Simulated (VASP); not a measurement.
# CuH2 (Pnnm) in VASP: a series of runs

CuH2 is run at these levels: PBE; tasks: single point, relaxation of cell and atoms.

Everything below comes from runs of VASP 6.6.1. Logs are shortened: lines on timing, memory, paths and dates and some standing lists are left out, and cuts for length are marked.

## Step 1: The cell of the first run

The typed cell holds 6 atoms: a = 4.784 Å, b = 4.788 Å, c = 2.394 Å, α = 90.00°, β = 90.00°, γ = 90.00°.

## Step 2: Single point, PBE (atoms taken out)

The input, INCAR:

```
SYSTEM = CuH2
  ALGO = Normal
  EDIFF = 1E-6
  ENCUT = 520
  GGA = PE
  ISIF = 2
  ISMEAR = 0
  LASPH = .TRUE.
  LCHARG = .FALSE.
  LREAL = .FALSE.
  LWAVE = .FALSE.
  NBANDS = 22
  NELM = 80
  PREC = Accurate
  SIGMA = 0.1
```

The input, KPOINTS:

```
k-points
0
G
  8 8 16
  0 0 0
```

The input, POSCAR:

```
CuH2
1.0
    4.7838267671      0.0000000000      0.0000000000
    0.0000000000      4.7875818551      0.0000000000
    0.0000000000      0.0000000000      2.3935356081
Cu H
2 4
Direct
    0.0000000000      0.0000000000      0.0000000000
    0.5000000000      0.5000000000      0.5000000000
    0.6652650311      0.6649055878      0.0000000000
    0.8347349689      0.1649055878      0.5000000000
    0.1652650311      0.8350944122      0.5000000000
    0.3347349689      0.3350944122      0.0000000000
```

Potentials or basis: VASP PAW PBE potentials, release 64 (Cu, H).

On the command line:

```
$ cat potpaw_PBE.64/Cu/POTCAR potpaw_PBE.64/H/POTCAR > POTCAR
$ mpirun -np 1 vasp_std > vasp.out
```

OUTCAR:

```text
SYSTEM = CuH2
   EDIFF = 1E-6
   ENCUT = 520
   GGA = PE
   ISIF = 2
   ISMEAR = 0
   LASPH = .TRUE.
   LREAL = .FALSE.
   NELM = 80
   PREC = Accurate

 ion  position               nearest neighbor table
   1  0.000  0.000  0.000-   4 1.64   5 1.64   4 1.64   5 1.64
   2  0.500  0.500  0.500-   3 1.64   6 1.64   3 1.64   6 1.64
   3  0.665  0.665  0.000-   2 1.64   2 1.64
   4  0.835  0.165  0.500-   1 1.64   1 1.64
   5  0.165  0.835  0.500-   1 1.64   1 1.64
   6  0.335  0.335  0.000-   2 1.64   2 1.64

  LATTYP: Found a simple orthorhombic cell.
 ALAT       =     2.3935356081
 B/A-ratio  =     1.9986444952
 C/A-ratio  =     2.0002133408

  Lattice vectors:

 A1 = (   0.0000000000,   0.0000000000,   2.3935356081)
 A2 = (   4.7838267671,   0.0000000000,   0.0000000000)
 A3 = (   0.0000000000,   4.7875818551,   0.0000000000)

Analysis of symmetry for initial positions (statically):
=====================================================================
 Subroutine PRICEL returns:
 Original cell was already a primitive cell.

 Routine SETGRP: Setting up the symmetry group for a
 simple orthorhombic supercell.

 Subroutine GETGRP returns: Found  8 space group operations
 (whereof  4 operations were pure point group operations)
 out of a pool of  8 trial point group operations.

The static configuration has the point symmetry C_2h.
 The point group associated with its full space group is D_2h.

Analysis of symmetry for dynamics (positions and initial velocities):
=====================================================================
 Subroutine PRICEL returns:
 Original cell was already a primitive cell.

 Routine SETGRP: Setting up the symmetry group for a
 simple orthorhombic supercell.

 Subroutine GETGRP returns: Found  8 space group operations
 (whereof  4 operations were pure point group operations)
 out of a pool of  8 trial point group operations.

The dynamic configuration has the point symmetry C_2h.
 The point group associated with its full space group is D_2h.

 Subroutine INISYM returns: Found  8 space group operations
 (whereof  4 operations are pure point group operations),
 and found     1 'primitive' translations

----------------------------------------------------------------------------------------

                                     Primitive cell

  volume of cell :      54.8191

  direct lattice vectors                    reciprocal lattice vectors
     4.783826767  0.000000000  0.000000000     0.209037670  0.000000000  0.000000000
     0.000000000  4.787581855  0.000000000     0.000000000  0.208873713  0.000000000
     0.000000000  0.000000000  2.393535608     0.000000000  0.000000000  0.417791988

  length of vectors
     4.783826767  4.787581855  2.393535608     0.209037670  0.208873713  0.417791988

  position of ions in fractional coordinates (direct lattice)
     0.000000000  0.000000000  0.000000000
     0.500000000  0.500000000  0.500000000
     0.665265031  0.664905588  0.000000000
     0.834734969  0.164905588  0.500000000
     0.165265031  0.835094412  0.500000000
     0.334734969  0.335094412  0.000000000

  ion indices of the primitive-cell ions
   primitive index   ion index
                 1           1
                 2           2
                 3           3
                 4           4
                 5           5
                 6           6

----------------------------------------------------------------------------------------

 KPOINTS: k-points

Automatic generation of k-mesh.
 Grid dimensions read from file:
 generate k-points for:    8    8   16

 Generating k-lattice:

  Cartesian coordinates                     Fractional coordinates (reciprocal lattice)
     0.026129709  0.000000000  0.000000000     0.125000000  0.000000000  0.000000000
     0.000000000  0.026109214  0.000000000     0.000000000  0.125000000  0.000000000
     0.000000000  0.000000000  0.026111999     0.000000000  0.000000000  0.062500000

  Length of vectors
     0.026129709  0.026109214  0.026111999

  Shift w.r.t. Gamma in fractional coordinates (k-lattice)
     0.000000000  0.000000000  0.000000000

 Subroutine IBZKPT returns following result:
 ===========================================

 Found    225 irreducible k-points:

 Following reciprocal coordinates:
            Coordinates               Weight
  0.000000  0.000000  0.000000      1.000000
  0.125000  0.000000  0.000000      2.000000
  0.250000  0.000000  0.000000      2.000000
  0.375000  0.000000  0.000000      2.000000
  0.500000  0.000000  0.000000      1.000000
  0.000000  0.125000  0.000000      2.000000
[... 16 lines left out ...]
  0.250000  0.500000  0.000000      2.000000
  0.375000  0.500000  0.000000      2.000000
 [... further k-points ...]
   k-points           NKPTS =    225   k-points in BZ     NKDIM =    225   number of bands    NBANDS=     22
   number of dos      NEDOS =    301   number of ions     NIONS =      6
   total plane-waves  NPLWV =  23328
   dimension x,y,z NGX =    36 NGY =   36 NGZ =   18
   dimension x,y,z NGXF=    72 NGYF=   72 NGZF=   36
   ions per type =               2   4
   NGX,Y,Z   is equivalent  to a cutoff of  12.51, 12.50, 12.50 a.u.
   NGXF,Y,Z  is equivalent  to a cutoff of  25.02, 25.00, 25.00 a.u.
 SYSTEM =  CuH2
   PREC   = accura    normal or accurate (medium, high low for compatibility)
   ISTART =      0    job   : 0-new  1-cont  2-samecut
   ICHARG =      2    charge: 1-file 2-atom 10-const
   ISPIN  =      1    spin polarized calculation?
   LNONCOLLINEAR =      F non collinear calculations
   LSORBIT =      F    spin-orbit coupling
   LASPH  =      T    aspherical Exc in radial PAW
   ENCUT  =  520.0 eV  38.22 Ry    6.18 a.u.   8.89  8.90  4.45*2*pi/ulx,y,z
   NELM   =     80;   NELMIN=  2; NELMDL= -5     # of ELM steps
   EDIFF  = 0.1E-05   stopping-criterion for ELM
   LREAL  =      F    real-space projection
   EDIFFG = 0.1E-04   stopping-criterion for IOM
   NSW    =      0    number of steps for IOM
   IBRION =     -1    ionic relax: 0-MD 1-quasi-New 2-CG
   NFREE  =      0    steps in history (QN), initial steepest desc. (CG)
   ISIF   =      2    stress and relaxation
   ISYM   =      2    0-nonsym 1-usesym 2-fastsym
   POTIM  = 0.5000    time-step for ionic-motion
   TEBEG  =    0.0;   TEEND  =   0.0 temperature during run
   PSTRESS=    0.0 pullay stress
   NELECT =      26.0000    total number of electrons
   NUPDOWN=      -1.0000    fix difference up-down
   EMIN   =  10.00;   EMAX   =-10.00  energy-range for DOS
   EFERMI =   0.00;   METHOD = LEGACY
   ISMEAR =     0;   SIGMA  =   0.10  broadening in eV -4-tet -1-fermi 0-gaus
   EFERMI_NEDOS =   21; number of points for ismear=-14 and -15
   IALGO  =     38    algorithm
   IMIX   =      4    mixing-type and parameters
     AMIX     =   0.40;   BMIX     =  1.00
     AMIX_MAG =   1.60;   BMIX_MAG =  1.00
  volume/ion in A,a.u.               =       9.14        61.66
  Fermi-wavevector in a.u.,A,eV,Ry     =   1.276700  2.412613 22.176982  1.629962
  Thomas-Fermi vector in A             =   2.409341
   LORBIT       =      0    0 simple, 1 ext, 2 COOP (PROOUT), +10 PAW based schemes
   GGA     = PE    functional components
   LHFCALC =     F    Hartree Fock is set to
   AEXX    =    0.0000 exact exchange contribution
   IVDW    =     0    specifies the selected vdW correction
   LEPSILON=     F    determine dielectric tensor
   LRPA    =     F    only Hartree local field effects (RPA)
 non-spin polarized calculation
 Gauss-broadening in eV      SIGMA  =   0.10
  energy-cutoff  :      520.00
  volume of cell :       54.82
 maximum number of plane-waves:      1536
 NGX is ok and might be reduce to    36
   NGX = 17   NGY = 17   NGZ =  9

 number of electron      26.0000054 magnetization

 Free energy of the ion-electron system (eV)
  ---------------------------------------------------
  ext. energy  EPLUGINS =         0.00000000
  ---------------------------------------------------
  free energy    TOTEN  =       -19.34108428 eV

  energy without entropy =      -19.33794630  energy(sigma->0) =      -19.33951529

 E-fermi :   1.8401     XC(G=0):  -9.4425

 val. band max:        1.7923691642   @ k =   0.1250   0.3750   0.2500
 cond. band min:       1.8402137217   @ k =   0.2500   0.0000   0.2500
 fundamental gap:      0.0478445575
 Fermi energy:         1.8401457582

 k-point     1 :       0.0000    0.0000    0.0000
  band No.  band energies     occupation
      1      -7.4245      2.00000
      2      -4.9403      2.00000
      3      -2.2133      2.00000
      4      -2.1406      2.00000
      5      -2.1378      2.00000
      6      -2.0147      2.00000
[... 14 lines left out ...]
     21      19.3751      0.00000
     22      19.4062      0.00000

 k-point     2 :       0.1250    0.0000    0.0000
  band No.  band energies     occupation
      1      -7.3478      2.00000
      2      -5.0444      2.00000
      3      -2.3369      2.00000
      4      -2.3016      2.00000
      5      -2.0658      2.00000
      6      -1.9942      2.00000
[... 14 lines left out ...]
     21      18.8714      0.00000
     22      19.4489      0.00000

 k-point     3 :       0.2500    0.0000    0.0000
  band No.  band energies     occupation
      1      -7.1226      2.00000
      2      -5.3499      2.00000
      3      -2.5456      2.00000
      4      -2.4986      2.00000
      5      -2.0140      2.00000
      6      -1.9848      2.00000
[... 14 lines left out ...]
     21      17.5666      0.00000
     22      19.6204      0.00000
[... 476 lines left out ...]
 k-point    23 :       0.2500    0.5000    0.0000
  band No.  band energies     occupation
      1      -6.1913      2.00000
      2      -6.1913      2.00000
      3      -2.7828      2.00000
      4      -2.7828      2.00000
      5      -2.0234      2.00000
      6      -2.0234      2.00000
[... 14 lines left out ...]
     21      17.7654      0.00000
     22      17.7654      0.00000

 k-point    24 :       0.3750    0.5000    0.0000
  band No.  band energies     occupation
      1      -6.1017      2.00000
      2      -6.1017      2.00000
      3      -2.8575      2.00000
      4      -2.8575      2.00000
      5      -2.0533      2.00000
      6      -2.0533      2.00000
[... 14 lines left out ...]
     21      15.9248      0.00000
     22      15.9248      0.00000

 [... further k-points ...]

------------------------ aborting loop because EDIFF is reached ----------------------------------------

  FORCE on cell =-STRESS in cart. coord.  units (eV):
  Direction    XX          YY          ZZ          XY          YZ          ZX
  --------------------------------------------------------------------------------------
  -------------------------------------------------------------------------------------
  Total       -0.0005763     -0.0018828      0.1529032     -0.0000000      0.0000000      0.0000000
  in kB       -0.0168435     -0.0550277      4.4688491     -0.0000000      0.0000000      0.0000000
  external PRESSURE =       1.4656593 kB  Pullay stress =       0.0000000 kB

 VOLUME and BASIS-vectors are now :
 -----------------------------------------------------------------------------
  energy-cutoff  :      520.00
  volume of cell :       54.82
      direct lattice vectors                 reciprocal lattice vectors
     4.783826767  0.000000000  0.000000000     0.209037670  0.000000000  0.000000000
     0.000000000  4.787581855  0.000000000     0.000000000  0.208873713  0.000000000
     0.000000000  0.000000000  2.393535608     0.000000000  0.000000000  0.417791988

 POSITION                                       TOTAL-FORCE (eV/Angst)
 -----------------------------------------------------------------------------------
      0.00000      0.00000      0.00000         0.000000      0.000000      0.000000
      2.39191      2.39379      1.19677         0.000000      0.000000      0.000000
      3.18251      3.18329      0.00000         0.011047      0.011046      0.000000
      3.99323      0.78950      1.19677        -0.011047      0.011046      0.000000
      0.79060      3.99808      1.19677         0.011047     -0.011046      0.000000
      1.60131      1.60429      0.00000        -0.011047     -0.011046      0.000000
 -----------------------------------------------------------------------------------
    total drift:                                0.000000      0.000000      0.000000

  FREE ENERGIE OF THE ION-ELECTRON SYSTEM (eV)
  ---------------------------------------------------
  free  energy   TOTEN  =       -19.3410842818 eV

  energy  without entropy=      -19.3379463038  energy(sigma->0) =      -19.33951529
```

It took 1.8 min on 1 thread of AMD EPYC 9R45 (Zen 5), shared host; peak memory 0.31 GiB.

What came out:

```
Free energy            : -19.3411 eV
Pressure               : 0.1 GPa
Largest force          : 0.016 eV/Å
Band gap on the k mesh : zero (bands 13 and 14 overlap by 5.19 eV)
```

Forces on the atoms (eV/Å):
```
Cu   0.000  0.000  0.000
Cu   0.000  0.000  0.000
H    0.011  0.011  0.000
H   -0.011  0.011  0.000
H    0.011 -0.011  0.000
H   -0.011 -0.011  0.000
```

Stress tensor (GPa, compression positive):
```
 0.00  0.00  0.00
 0.00 -0.01  0.00
 0.00  0.00  0.45
```

Caveat: the cell differs from its parent crystal (atoms taken out).

## Step 3: Single point, PBE (atoms taken out)

The input, INCAR:

```
PREC = Accurate
ENCUT = 520
EDIFF = 1E-6
ISMEAR = 0
SIGMA = 0.1
LREAL = False
LASPH = True
NELM = 80
ALGO = Normal
ISIF = 2
LWAVE = False
LCHARG = True
GGA = PE
LELF = True
LVHAR = True
NBANDS = 22
```

The input, KPOINTS:

```
Automatic mesh
0
Gamma
  8 8 16
```

POSCAR is that of step 2.

Potentials or basis: VASP PAW PBE potentials, release 64 (Cu, H).

On the command line:

```
$ cat potpaw_PBE.64/Cu/POTCAR potpaw_PBE.64/H/POTCAR > POTCAR
$ mpirun -np 1 vasp_std > vasp.out
```

It took 97 s on 1 thread of AMD EPYC 9R45 (Zen 5), shared host; peak memory 0.31 GiB.

Results (log left out):

| Item | Value |
| --- | --- |
| Free energy | -19.3411 eV |
| Pressure | 0.1 GPa |
| Largest force | 0.016 eV/Å |
| Band gap on the k mesh | zero (bands 13 and 14 overlap by 5.19 eV) |

Forces on the atoms (eV/Å):
```
Cu   0.000  0.000  0.000
Cu   0.000  0.000  0.000
H    0.011  0.011  0.000
H   -0.011  0.011  0.000
H    0.011 -0.011  0.000
H   -0.011 -0.011  0.000
```

Stress tensor (GPa, compression positive):
```
 0.00  0.00  0.00
 0.00 -0.01  0.00
 0.00  0.00  0.45
```

Levels at points of the mesh, in eV from the Fermi level:
| k point | band 9 | band 10 | band 11 | band 12 | band 13 | band 14 | band 15 | band 16 | band 17 | band 18 |
| --- | --- | --- | --- | --- | --- | --- | --- | --- | --- | --- |
| (0.00, 0.00, 0.00) | -2.71 | -2.70 | -2.65 | -2.19 | -2.19 | -1.46 | 5.16 | 5.18 | 5.19 | 6.01 |
| (0.50, 0.00, 0.00) | -2.71 | -2.71 | -2.19 | -2.19 | -1.38 | -1.38 | 3.13 | 3.13 | 8.98 | 8.98 |
| (0.00, 0.50, 0.00) | -2.71 | -2.71 | -2.19 | -2.19 | -1.38 | -1.38 | 3.14 | 3.14 | 8.97 | 8.97 |
| (0.50, 0.50, 0.00) | -2.71 | -2.71 | -2.32 | -2.32 | -2.19 | -2.19 | 5.26 | 5.26 | 9.58 | 9.58 |
| (0.00, 0.00, 0.50) | -2.60 | -2.60 | -1.89 | -1.89 | 2.98 | 2.98 | 4.84 | 4.84 | 7.50 | 7.50 |
| (0.50, 0.00, 0.50) | -2.58 | -2.58 | -2.28 | -2.28 | 2.30 | 2.30 | 6.00 | 6.00 | 7.03 | 7.03 |
| (0.00, 0.50, 0.50) | -2.58 | -2.58 | -2.29 | -2.29 | 2.30 | 2.30 | 6.00 | 6.00 | 7.03 | 7.03 |
| (0.50, 0.50, 0.50) | -2.57 | -2.57 | -1.97 | -1.97 | 2.46 | 2.46 | 4.12 | 4.12 | 5.75 | 5.75 |

Caveat: the cell differs from its parent crystal (atoms taken out).

## Step 4: Relaxation of cell and atoms, PBE (atoms taken out)

The input, INCAR:

```
  ALGO = Normal
  EDIFF = 1E-6
  EDIFFG = -0.01
  ENCUT = 600
  GGA = PE
  IBRION = 2
  ISIF = 3
  ISMEAR = 0
  LASPH = T
  LCHARG = F
  LREAL = F
  LWAVE = F
  NELM = 80
  NSW = 100
  PREC = Accurate
  SIGMA = 0.1
```

The input, KPOINTS:

```
k-points
0
Gamma
  8 8 16
```

POSCAR is that of step 3.

On the command line:

```
$ cat potpaw_PBE.64/Cu/POTCAR potpaw_PBE.64/H/POTCAR > POTCAR
$ mpirun -np 1 vasp_std > vasp.out
```

Wall time 2.9 min (1 thread of AMD EPYC 9R45 (Zen 5), shared host); peak memory 0.33 GiB.

The run converged. Its results:

| Property | Result |
| --- | --- |
| Free energy | -19.3433 eV |
| Relaxed volume | 9.15 Å³/atom |
| Relaxed cell | a = 4.785 Å, b = 4.788 Å, c = 2.397 Å, α = 90.00°, β = 90.00°, γ = 90.00° |
| Space group after relaxing (to 0.1 Å) | P4_2/mnm (No. 136) |
| Energy gained by relaxing | 0.0 meV/atom |
| Ionic steps | 2 |
| Pressure after relaxing | 0.1 GPa |
| Band gap on the k mesh | zero (bands 13 and 14 overlap by 5.18 eV) |

Stress tensor (GPa, compression positive):
```
0.03 0.00 0.00
0.00 0.03 0.00
0.00 0.00 0.11
```

Step by step:
| step | energy change (eV) | largest force (eV/Å) | pressure (GPa) | volume (Å³) |
| --- | --- | --- | --- | --- |
| 1 | 0.0000 | 0.0156 | 0.21 | 54.82 |
| 2 | -0.0002 | 0.0015 | 0.06 | 54.91 |

Final structure:
```
Cu H
1.0
     4.78460    0.00000    0.00000
     0.00000    4.78831    0.00000
     0.00000    0.00000    2.39694
Cu H
2 4
Direct
  0.00000 0.00000 0.00000
  0.50000 0.50000 0.50000
  0.66538 0.66502 0.00000
  0.83462 0.16502 0.50000
  0.16538 0.83498 0.50000
  0.33462 0.33498 0.00000
```

Levels at points of the mesh, in eV from the Fermi level:
```tsv
k point	band 11	band 12	band 13	band 14	band 15	band 16
(0.00, 0.00, 0.00)	-2.64	-2.18	-2.18	-1.45	5.17	5.19
(0.50, 0.00, 0.00)	-2.19	-2.19	-1.38	-1.38	3.14	3.14
(0.00, 0.50, 0.00)	-2.19	-2.19	-1.38	-1.38	3.14	3.14
(0.50, 0.50, 0.00)	-2.31	-2.31	-2.18	-2.18	5.27	5.27
(0.00, 0.00, 0.50)	-1.89	-1.89	2.97	2.97	4.83	4.83
(0.50, 0.00, 0.50)	-2.28	-2.28	2.29	2.29	5.99	5.99
(0.00, 0.50, 0.50)	-2.28	-2.28	2.29	2.29	5.98	5.98
(0.50, 0.50, 0.50)	-1.97	-1.97	2.44	2.44	4.11	4.11
```

Caveat: the cell differs from its parent crystal (atoms taken out).

The gap in the log of VASP goes by the Fermi energy; the results here count the filled bands.